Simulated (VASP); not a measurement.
Runs of VASP 6.6.1 on ScIr2. The structure is that of space group Fd-3m (No. 227), or close to it. The cells are those of the table. 

```tsv
cell	gap on the mesh (eV)	pressure (GPa)
a = 5.149 Å, angles 60.0°, 6 atoms	none	-0.7
a = 5.287 Å, angles 60.0°, 6 atoms	none	-17.2
a = 5.196 Å, angles 60.0°, 6 atoms	none	-7.1
a = 5.242 Å, angles 60.0°, 6 atoms	none	(a)
```

Alike in all rows: task single point; level LDA; potentials or basis VASP PAW LDA potentials, release 64 (Sc_sv, Ir_sv_GW); no spin polarisation; k mesh 6 × 6 × 6; cutoff (eV) 560; smearing gaussian 0.1 eV.

Q: Fill in the values left out.

A: (a) -12.5.

Caveats: spin-orbit coupling is left out, which moves the levels of the heavy elements; the cell stands under tension (at least some runs).

A k mesh can miss the band edges, and the runs leave out spin-orbit coupling on Ir.

A gap of «none» marks levels without a gap at the run's occupations.
